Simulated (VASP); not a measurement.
# In2O3 (R-3c) in VASP: notebook, part 2 of 2

VASP 6.6.1. The steps go on from the part before.

### 3 Single point, PBE

File INCAR:

```
ALGO     = Normal         # electronic algorithm
EDIFF    = 1E-6           # SCF threshold, eV
ENCUT    = 520            # plane-wave cutoff, eV
GGA      = PE             # functional
ISIF     = 2              # what is computed and relaxed
ISMEAR   = 0              # smearing method
LASPH    = T              # aspherical terms in the spheres
LCHARG   = F              # write CHGCAR
LREAL    = F              # projectors in reciprocal space
LWAVE    = F              # write WAVECAR
NBANDS   = 55             # bands
NELM     = 80             # most SCF steps
PREC     = Accurate       # precision mode
SIGMA    = 0.01           # smearing width, eV
```

File KPOINTS:

```
k-points
0
Gamma
  6 6 6
```

File POSCAR:

```
In2O3
1.0
    2.7876176665      1.6094318101      4.9190313857
   -2.7876176665      1.6094318101      4.9190313857
    0.0000000000     -3.2188636203      4.9190313857
In O
4 6
Direct
    0.6427970982      0.6427970982      0.6427970982
    0.8572029018      0.8572029018      0.8572029018
    0.3572029018      0.3572029018      0.3572029018
    0.1427970982      0.1427970982      0.1427970982
    0.0465672022      0.7500000000      0.4534327978
    0.7500000000      0.4534327978      0.0465672022
    0.4534327978      0.0465672022      0.7500000000
    0.9534327978      0.2500000000      0.5465672022
    0.5465672022      0.9534327978      0.2500000000
    0.2500000000      0.5465672022      0.9534327978
```

Potentials or basis: VASP PAW PBE potentials, release 64 (In_d, O).

Run with:

```bash
> cat potpaw_PBE.64/In_d/POTCAR potpaw_PBE.64/O/POTCAR > POTCAR
> mpirun -np 1 vasp_std > vasp.out
```

OUTCAR:

```text
EDIFF = 1E-6
   ENCUT = 520
   GGA = PE
   ISIF = 2
   ISMEAR = 0
   LASPH = T
   LREAL = F
   NELM = 80
   PREC = Accurate

 ion  position               nearest neighbor table
   1  0.643  0.643  0.643-  10 2.16   9 2.16   8 2.16   5 2.29   6 2.29   7 2.29   2 3.16   3 3.30
                             3 3.30   3 3.30   2 3.67   2 3.67   2 3.67
   2  0.857  0.857  0.857-   8 2.16   9 2.16  10 2.16   6 2.29   5 2.29   7 2.29   1 3.16   4 3.30
                             4 3.30   4 3.30   1 3.67   1 3.67   1 3.67
   3  0.357  0.357  0.357-   6 2.16   7 2.16   5 2.16   8 2.29  10 2.29   9 2.29   4 3.16   1 3.30
                             1 3.30   1 3.30   4 3.67   4 3.67   4 3.67
   4  0.143  0.143  0.143-   5 2.16   7 2.16   6 2.16  10 2.29   8 2.29   9 2.29   3 3.16   2 3.30
                             2 3.30   2 3.30   3 3.67   3 3.67   3 3.67
   5  0.047  0.750  0.453-   4 2.16   3 2.16   1 2.29   2 2.29
   6  0.750  0.453  0.047-   3 2.16   4 2.16   2 2.29   1 2.29
   7  0.453  0.047  0.750-   3 2.16   4 2.16   1 2.29   2 2.29
   8  0.953  0.250  0.547-   2 2.16   1 2.16   3 2.29   4 2.29
   9  0.547  0.953  0.250-   1 2.16   2 2.16   3 2.29   4 2.29
  10  0.250  0.547  0.953-   1 2.16   2 2.16   4 2.29   3 2.29

  LATTYP: Found a trigonal (rhomboedric) cell.
 ALAT       =     5.8786012605
 COS(alpha) =     0.5502735764

  Lattice vectors:

 A1 = (   2.7876176665,   1.6094318101,   4.9190313857)
 A2 = (  -2.7876176665,   1.6094318101,   4.9190313857)
 A3 = (   0.0000000000,  -3.2188636203,   4.9190313857)

Analysis of symmetry for initial positions (statically):
=====================================================================
 Subroutine PRICEL returns:
 Original cell was already a primitive cell.

 Routine SETGRP: Setting up the symmetry group for a
 trigonal (rhombohedral) supercell.

 Subroutine GETGRP returns: Found 12 space group operations
 (whereof  6 operations were pure point group operations)
 out of a pool of 12 trial point group operations.

The static configuration has the point symmetry S_6 .
 The point group associated with its full space group is D_3d.

Analysis of symmetry for dynamics (positions and initial velocities):
=====================================================================
 Subroutine PRICEL returns:
 Original cell was already a primitive cell.

 Routine SETGRP: Setting up the symmetry group for a
 trigonal (rhombohedral) supercell.

 Subroutine GETGRP returns: Found 12 space group operations
 (whereof  6 operations were pure point group operations)
 out of a pool of 12 trial point group operations.

The dynamic configuration has the point symmetry S_6 .
 The point group associated with its full space group is D_3d.

 Subroutine INISYM returns: Found 12 space group operations
 (whereof  6 operations are pure point group operations),
 and found     1 'primitive' translations

----------------------------------------------------------------------------------------

                                     Primitive cell

  volume of cell :     132.4148

  direct lattice vectors                    reciprocal lattice vectors
     2.787617667  1.609431810  4.919031386     0.179364626  0.103556215  0.067764018
[... 62 lines left out ...]
  0.500000 -0.000000 -0.000000      3.000000
  0.166667  0.166667  0.000000      6.000000
  0.333333  0.166667  0.000000     12.000000
[... 16 lines left out ...]
  0.500000  0.500000  0.166667      6.000000
 -0.333333  0.500000  0.166667     12.000000
 [... further k-points ...]
   k-points           NKPTS =     32   k-points in BZ     NKDIM =     32   number of bands    NBANDS=     55
   number of dos      NEDOS =    301   number of ions     NIONS =     10
   total plane-waves  NPLWV = 110592
   dimension x,y,z NGX =    48 NGY =   48 NGZ =   48
   dimension x,y,z NGXF=    96 NGYF=   96 NGZF=   96
   ions per type =               4   6
   NGX,Y,Z   is equivalent  to a cutoff of  13.57, 13.57, 13.57 a.u.
   NGXF,Y,Z  is equivalent  to a cutoff of  27.15, 27.15, 27.15 a.u.
 SYSTEM =  unknown system
   PREC   = accura    normal or accurate (medium, high low for compatibility)
   ISTART =      0    job   : 0-new  1-cont  2-samecut
   ICHARG =      2    charge: 1-file 2-atom 10-const
   ISPIN  =      1    spin polarized calculation?
   LNONCOLLINEAR =      F non collinear calculations
   LSORBIT =      F    spin-orbit coupling
   LASPH  =      T    aspherical Exc in radial PAW
   ENCUT  =  520.0 eV  38.22 Ry    6.18 a.u.  10.93 10.93 10.93*2*pi/ulx,y,z
   NELM   =     80;   NELMIN=  2; NELMDL= -5     # of ELM steps
   EDIFF  = 0.1E-05   stopping-criterion for ELM
   LREAL  =      F    real-space projection
   EDIFFG = 0.1E-04   stopping-criterion for IOM
   NSW    =      0    number of steps for IOM
   IBRION =     -1    ionic relax: 0-MD 1-quasi-New 2-CG
   NFREE  =      0    steps in history (QN), initial steepest desc. (CG)
   ISIF   =      2    stress and relaxation
   ISYM   =      2    0-nonsym 1-usesym 2-fastsym
   POTIM  = 0.5000    time-step for ionic-motion
   TEBEG  =    0.0;   TEEND  =   0.0 temperature during run
   PSTRESS=    0.0 pullay stress
   NELECT =      88.0000    total number of electrons
   NUPDOWN=      -1.0000    fix difference up-down
   EMIN   =  10.00;   EMAX   =-10.00  energy-range for DOS
   EFERMI =   0.00;   METHOD = LEGACY
   ISMEAR =     0;   SIGMA  =   0.01  broadening in eV -4-tet -1-fermi 0-gaus
   EFERMI_NEDOS =   21; number of points for ismear=-14 and -15
   IALGO  =     38    algorithm
   IMIX   =      4    mixing-type and parameters
     AMIX     =   0.40;   BMIX     =  1.00
     AMIX_MAG =   1.60;   BMIX_MAG =  1.00
  volume/ion in A,a.u.               =      13.24        89.36
  Fermi-wavevector in a.u.,A,eV,Ry     =   1.428642  2.699743 27.769748  2.041019
  Thomas-Fermi vector in A             =   2.548682
   LORBIT       =      0    0 simple, 1 ext, 2 COOP (PROOUT), +10 PAW based schemes
   GGA     = PE    functional components
   LHFCALC =     F    Hartree Fock is set to
   AEXX    =    0.0000 exact exchange contribution
   IVDW    =     0    specifies the selected vdW correction
   LEPSILON=     F    determine dielectric tensor
   LRPA    =     F    only Hartree local field effects (RPA)
 non-spin polarized calculation
 Gauss-broadening in eV      SIGMA  =   0.01
  energy-cutoff  :      520.00
  volume of cell :      132.41
 maximum number of plane-waves:      3589
 NGX is ok and might be reduce to    48
   NGX = 21   NGY = 21   NGZ = 21

 number of electron      88.0000007 magnetization

 Free energy of the ion-electron system (eV)
  ---------------------------------------------------
  ext. energy  EPLUGINS =         0.00000000
  ---------------------------------------------------
  free energy    TOTEN  =       -55.47546338 eV

  energy without entropy =      -55.47546338  energy(sigma->0) =      -55.47546338

 E-fermi :   5.1128     XC(G=0): -10.9763

 val. band max:        5.0621860722   @ k =  -0.1667   0.1667   0.0000
 cond. band min:       6.0229357292   @ k =   0.0000   0.0000   0.0000
 fundamental gap:      0.9607496570
 Fermi energy:         5.1128335565

 k-point     1 :       0.0000    0.0000    0.0000
  band No.  band energies     occupation
      1     -12.2831      2.00000
      2     -11.4817      2.00000
      3     -11.4817      2.00000
      4     -11.2857      2.00000
      5     -11.2857      2.00000
      6     -11.2056      2.00000
[... 1381 lines left out ...]
     54      15.4106      0.00000
     55      16.0354      0.00000

 [... further k-points ...]
[... 5 lines left out ...]
  --------------------------------------------------------------------------------------
  -------------------------------------------------------------------------------------
  Total        0.3849565      0.3849565      0.2497129      0.0000000     -0.0000000      0.0000000
  in kB        4.6578513      4.6578513      3.0214463      0.0000000     -0.0000000      0.0000000
  external PRESSURE =       4.1123830 kB  Pullay stress =       0.0000000 kB

 VOLUME and BASIS-vectors are now :
 -----------------------------------------------------------------------------
  energy-cutoff  :      520.00
  volume of cell :      132.41
      direct lattice vectors                 reciprocal lattice vectors
     2.787617667  1.609431810  4.919031386     0.179364626  0.103556215  0.067764018
    -2.787617667  1.609431810  4.919031386    -0.179364626  0.103556215  0.067764018
     0.000000000 -3.218863620  4.919031386     0.000000000 -0.207112430  0.067764018

 POSITION                                       TOTAL-FORCE (eV/Angst)
 -----------------------------------------------------------------------------------
      0.00000     -0.00000      9.48582         0.000000     -0.000000      0.012536
      0.00000     -0.00000     12.64982         0.000000      0.000000     -0.012536
      0.00000     -0.00000      5.27128         0.000000      0.000000     -0.012536
      0.00000     -0.00000      2.10727         0.000000     -0.000000      0.012536
     -1.96090     -0.17752      6.14879        -0.005892     -0.010206     -0.000000
      0.82672      1.78695      6.14879        -0.005892      0.010206     -0.000000
      1.13419     -1.60943      6.14879         0.011784     -0.000000     -0.000000
      1.96090      0.17752      8.60830         0.005892      0.010206     -0.000000
     -1.13419      1.60943      8.60830        -0.011784     -0.000000     -0.000000
     -0.82672     -1.78695      8.60830         0.005892     -0.010206     -0.000000
 -----------------------------------------------------------------------------------
    total drift:                               -0.000000     -0.000000      0.000000

  FREE ENERGIE OF THE ION-ELECTRON SYSTEM (eV)
  ---------------------------------------------------
  free  energy   TOTEN  =       -55.4754633834 eV

  energy  without entropy=      -55.4754633834  energy(sigma->0) =      -55.47546338
```

Run time: 5.6 min. Hardware: 1 thread of Intel Xeon Platinum 8259CL at 2.50GHz (Skylake/Cascade Lake), shared host; peak memory 0.4 GiB.

What came out:

- Free energy: -55.4755 eV
- Pressure: 0.4 GPa
- Largest force: 0.013 eV/Å
- Band gap on the k mesh: 0.96 eV, indirect (least direct gap 1.04 eV)

Forces on the atoms (eV/Å):
```
In   0.000  0.000  0.013
In   0.000  0.000 -0.013
In   0.000  0.000 -0.013
In   0.000  0.000  0.013
O   -0.006 -0.010  0.000
O   -0.006  0.010  0.000
O    0.012  0.000  0.000
O    0.006  0.010  0.000
O   -0.012  0.000  0.000
O    0.006 -0.010  0.000
```

Levels at points of the mesh, in eV from the valence-band top:
```tsv
k point	band 41	band 42	band 43	band 44	band 45	band 46	band 47	band 48
(0.00, 0.00, 0.00)	-0.24	-0.24	-0.08	-0.08	0.96	5.32	5.85	6.95
(0.50, 0.00, 0.00)	-0.72	-0.72	-0.06	-0.06	4.62	4.62	5.54	5.54
(0.50, 0.50, 0.00)	-0.52	-0.35	-0.10	-0.05	4.81	5.18	6.06	6.21
(0.50, 0.50, 0.50)	-0.19	-0.19	-0.19	-0.19	4.10	4.10	6.72	6.72
```

Caveat: spin-orbit coupling is left out, which moves the levels of the heavy elements. A k mesh can miss the band edges.
